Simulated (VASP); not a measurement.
# ZnS (P1) in VASP: further runs, part 2 of 2

VASP 6.6.1. Earlier steps stand in the parts before.

## (3) Single point, PBE (atom 3 (S) moved +0.180 Å towards its neighbour atom 3 (S) at 3.845 Å)

Contents of INCAR:

```
SYSTEM = ZnS
PREC = Accurate ; ENCUT = 520
EDIFF = 1E-6 ; ISMEAR = 0
SIGMA = 0.05 ; LREAL = .False.
LASPH = .True. ; NELM = 100
ALGO = Normal ; ISIF = 2
LWAVE = .False. ; LCHARG = .False.
GGA = PE ; NBANDS = 26
```

Contents of KPOINTS:

```
regular mesh
0
Gamma
  12 12 4
  0 0 0
```

Contents of POSCAR:

```
ZnS
1.0
    3.8454929889      0.0000000000      0.0000000000
   -1.9227464944      3.3302946184      0.0000000000
    0.0000000000      0.0000000000      6.3053333047
Zn S
2 2
Direct
    0.3333333333      0.6666666667      0.0052197899
    0.6666666667      0.3333333333      0.5052197899
    0.2865252906      0.6198586240      0.3797802101
    0.6666666667      0.3333333333      0.8797802101
```

Potentials or basis: VASP PAW PBE potentials, release 64 (Zn, S).

Started as:

```
$ cat potpaw_PBE.64/Zn/POTCAR potpaw_PBE.64/S/POTCAR > POTCAR
$ mpirun -np 1 vasp_std > vasp.out
```

OUTCAR:

```text
SYSTEM = ZnS
   PREC = Accurate
   ENCUT = 520
   EDIFF = 1E-6
   ISMEAR = 0
   LREAL = .False.
   LASPH = .True.
   NELM = 100
   ISIF = 2
   GGA = PE

 ion  position               nearest neighbor table
   1  0.333  0.667  0.005-   4 2.36   4 2.36   4 2.36   3 2.37
   2  0.667  0.333  0.505-   3 2.21   4 2.36   3 2.36   3 2.51
   3  0.287  0.620  0.380-   2 2.21   2 2.36   1 2.37   2 2.51
   4  0.667  0.333  0.880-   1 2.36   1 2.36   1 2.36   2 2.36

  LATTYP: Found a hexagonal cell.
 ALAT       =     3.8454929889
 C/A-ratio  =     1.6396683918

  Lattice vectors:

 A1 = (   3.8454929889,   0.0000000000,   0.0000000000)
 A2 = (  -1.9227464944,   3.3302946184,   0.0000000000)
 A3 = (   0.0000000000,   0.0000000000,   6.3053333047)

Analysis of symmetry for initial positions (statically):
=====================================================================
 Subroutine PRICEL returns:
 Original cell was already a primitive cell.

 Routine SETGRP: Setting up the symmetry group for a
 hexagonal supercell.

 Subroutine GETGRP returns: Found  1 space group operations
 (whereof  1 operations were pure point group operations)
 out of a pool of 24 trial point group operations.

The static configuration has the point symmetry C_1 .

Analysis of symmetry for dynamics (positions and initial velocities):
=====================================================================
 Subroutine PRICEL returns:
 Original cell was already a primitive cell.

 Routine SETGRP: Setting up the symmetry group for a
 hexagonal supercell.

 Subroutine GETGRP returns: Found  1 space group operations
 (whereof  1 operations were pure point group operations)
 out of a pool of 24 trial point group operations.

The dynamic configuration has the point symmetry C_1 .

 Subroutine INISYM returns: Found  1 space group operations
 (whereof  1 operations are pure point group operations),
 and found     1 'primitive' translations

----------------------------------------------------------------------------------------

                                     Primitive cell

  volume of cell :      80.7500

  direct lattice vectors                    reciprocal lattice vectors
     3.845492989  0.000000000  0.000000000     0.260044682  0.150136867  0.000000000
    -1.922746494  3.330294618  0.000000000     0.000000000  0.300273734  0.000000000
     0.000000000  0.000000000  6.305333305     0.000000000  0.000000000  0.158595898

  length of vectors
     3.845492989  3.845492989  6.305333305     0.300273734  0.300273734  0.158595898

  position of ions in fractional coordinates (direct lattice)
     0.333333333  0.666666667  0.005219790
     0.666666667  0.333333333  0.505219790
     0.286525291  0.619858624  0.379780210
     0.666666667  0.333333333  0.879780210

  ion indices of the primitive-cell ions
   primitive index   ion index
                 1           1
                 2           2
                 3           3
                 4           4

----------------------------------------------------------------------------------------

 KPOINTS: regular mesh

Automatic generation of k-mesh.
 Grid dimensions read from file:
 generate k-points for:   12   12    4

 Generating k-lattice:

  Cartesian coordinates                     Fractional coordinates (reciprocal lattice)
     0.021670390  0.012511406  0.000000000     0.083333333  0.000000000  0.000000000
     0.000000000  0.025022811  0.000000000     0.000000000  0.083333333  0.000000000
     0.000000000  0.000000000  0.039648975     0.000000000  0.000000000  0.250000000

  Length of vectors
     0.025022811  0.025022811  0.039648975

  Shift w.r.t. Gamma in fractional coordinates (k-lattice)
     0.000000000  0.000000000  0.000000000

 Subroutine IBZKPT returns following result:
 ===========================================

 Found    292 irreducible k-points:

 Following reciprocal coordinates:
            Coordinates               Weight
  0.000000  0.000000  0.000000      1.000000
  0.083333 -0.000000  0.000000      2.000000
  0.000000  0.083333  0.000000      2.000000
 -0.083333  0.083333  0.000000      2.000000
  0.166667 -0.000000  0.000000      2.000000
  0.000000  0.166667  0.000000      2.000000
[... 16 lines left out ...]
  0.166667  0.083333  0.000000      2.000000
 -0.083333  0.250000  0.000000      2.000000
 [... further k-points ...]
   k-points           NKPTS =    292   k-points in BZ     NKDIM =    292   number of bands    NBANDS=     26
   number of dos      NEDOS =    301   number of ions     NIONS =      4
   total plane-waves  NPLWV =  43200
   dimension x,y,z NGX =    30 NGY =   30 NGZ =   48
   dimension x,y,z NGXF=    60 NGYF=   60 NGZF=   96
   ions per type =               2   2
   NGX,Y,Z   is equivalent  to a cutoff of  12.97, 12.97, 12.66 a.u.
   NGXF,Y,Z  is equivalent  to a cutoff of  25.94, 25.94, 25.31 a.u.
 SYSTEM =  ZnS
   PREC   = accura    normal or accurate (medium, high low for compatibility)
   ISTART =      0    job   : 0-new  1-cont  2-samecut
   ICHARG =      2    charge: 1-file 2-atom 10-const
   ISPIN  =      1    spin polarized calculation?
   LNONCOLLINEAR =      F non collinear calculations
   LSORBIT =      F    spin-orbit coupling
   LASPH  =      T    aspherical Exc in radial PAW
   ENCUT  =  520.0 eV  38.22 Ry    6.18 a.u.   7.15  7.15 11.72*2*pi/ulx,y,z
   NELM   =    100;   NELMIN=  2; NELMDL= -5     # of ELM steps
   EDIFF  = 0.1E-05   stopping-criterion for ELM
   LREAL  =      F    real-space projection
   EDIFFG = 0.1E-04   stopping-criterion for IOM
   NSW    =      0    number of steps for IOM
   IBRION =     -1    ionic relax: 0-MD 1-quasi-New 2-CG
   NFREE  =      0    steps in history (QN), initial steepest desc. (CG)
   ISIF   =      2    stress and relaxation
   ISYM   =      2    0-nonsym 1-usesym 2-fastsym
   POTIM  = 0.5000    time-step for ionic-motion
   TEBEG  =    0.0;   TEEND  =   0.0 temperature during run
   PSTRESS=    0.0 pullay stress
   NELECT =      36.0000    total number of electrons
   NUPDOWN=      -1.0000    fix difference up-down
   EMIN   =  10.00;   EMAX   =-10.00  energy-range for DOS
   EFERMI =   0.00;   METHOD = LEGACY
   ISMEAR =     0;   SIGMA  =   0.05  broadening in eV -4-tet -1-fermi 0-gaus
   EFERMI_NEDOS =   21; number of points for ismear=-14 and -15
   IALGO  =     38    algorithm
   IMIX   =      4    mixing-type and parameters
     AMIX     =   0.40;   BMIX     =  1.00
     AMIX_MAG =   1.60;   BMIX_MAG =  1.00
  volume/ion in A,a.u.               =      20.19       136.23
  Fermi-wavevector in a.u.,A,eV,Ry     =   1.250628  2.363344 21.280464  1.564070
  Thomas-Fermi vector in A             =   2.384613
   LORBIT       =      0    0 simple, 1 ext, 2 COOP (PROOUT), +10 PAW based schemes
   GGA     = PE    functional components
   LHFCALC =     F    Hartree Fock is set to
   AEXX    =    0.0000 exact exchange contribution
   IVDW    =     0    specifies the selected vdW correction
   LEPSILON=     F    determine dielectric tensor
   LRPA    =     F    only Hartree local field effects (RPA)
 non-spin polarized calculation
 Gauss-broadening in eV      SIGMA  =   0.05
  energy-cutoff  :      520.00
  volume of cell :       80.75
 maximum number of plane-waves:      2208
 NGX is ok and might be reduce to    30
   NGX = 15   NGY = 15   NGZ = 23

 number of electron      36.0000011 magnetization

 Free energy of the ion-electron system (eV)
  ---------------------------------------------------
  ext. energy  EPLUGINS =         0.00000000
  ---------------------------------------------------
  free energy    TOTEN  =       -13.59357281 eV

  energy without entropy =      -13.59357281  energy(sigma->0) =      -13.59357281

 E-fermi :   2.2055     XC(G=0):  -9.5158

 val. band max:        1.9404312032   @ k =   0.0000   0.0000   0.0000
 cond. band min:       3.9905319863   @ k =   0.0000   0.0000   0.0000
 fundamental gap:      2.0501007831
 Fermi energy:         2.2054613039

 k-point     1 :       0.0000    0.0000    0.0000
  band No.  band energies     occupation
      1     -11.1106      2.00000
      2     -10.2219      2.00000
      3      -4.4556      2.00000
      4      -4.3672      2.00000
      5      -4.3174      2.00000
      6      -4.2832      2.00000
[... 685 lines left out ...]
     25      10.2178      0.00000
     26      10.8713      0.00000

 [... further k-points ...]

------------------------ aborting loop because EDIFF is reached ----------------------------------------

  FORCE on cell =-STRESS in cart. coord.  units (eV):
  Direction    XX          YY          ZZ          XY          YZ          ZX
  --------------------------------------------------------------------------------------
  -------------------------------------------------------------------------------------
  Total        1.2626975     -0.4152409      0.1683319      0.6668063     -0.4161455     -0.4917953
  in kB       25.0534285     -8.2388763      3.3399066     13.2302351     -8.2568255     -9.7578074
  external PRESSURE =       6.7181529 kB  Pullay stress =       0.0000000 kB

 VOLUME and BASIS-vectors are now :
 -----------------------------------------------------------------------------
  energy-cutoff  :      520.00
  volume of cell :       80.75
      direct lattice vectors                 reciprocal lattice vectors
     3.845492989  0.000000000  0.000000000     0.260044682  0.150136867  0.000000000
    -1.922746494  3.330294618  0.000000000     0.000000000  0.300273734  0.000000000
     0.000000000  0.000000000  6.305333305     0.000000000  0.000000000  0.158595898

 POSITION                                       TOTAL-FORCE (eV/Angst)
 -----------------------------------------------------------------------------------
     -0.00000      2.22020      0.03291        -0.031709     -0.047189      0.022140
      1.92275      1.11010      3.18558        -0.746552     -0.703369      0.176824
     -0.09000      2.06431      2.39464         0.837159      0.830698     -0.206612
      1.92275      1.11010      5.54731        -0.058899     -0.080140      0.007648
 -----------------------------------------------------------------------------------
    total drift:                                0.000082      0.000088     -0.000276

  FREE ENERGIE OF THE ION-ELECTRON SYSTEM (eV)
  ---------------------------------------------------
  free  energy   TOTEN  =       -13.5935728126 eV

  energy  without entropy=      -13.5935728126  energy(sigma->0) =      -13.59357281
```

Run time: 9.6 min. Hardware: 1 thread of Intel Xeon 8259CL, shared host; peak memory 0.58 GiB.

What came out:

```
Free energy            : -13.5936 eV
Pressure               : 0.7 GPa
Largest force          : 1.197 eV/Å
Band gap on the k mesh : 2.05 eV
```

Forces on the atoms (eV/Å):
```
Zn  -0.032 -0.047  0.022
Zn  -0.747 -0.703  0.177
S    0.837  0.831 -0.207
S   -0.059 -0.080  0.008
```

Stress tensor (GPa, compression positive):
```
 2.51  1.32 -0.98
 1.32 -0.82 -0.83
-0.98 -0.83  0.33
```

Caveat: the cell differs from its parent crystal (atom 3 (S) moved +0.180 Å towards its neighbour atom 3 (S) at 3.845 Å); forces of over 1 eV/Å act on the atoms, so gaps and moduli don't describe the material at rest. A k mesh can miss the band edges.
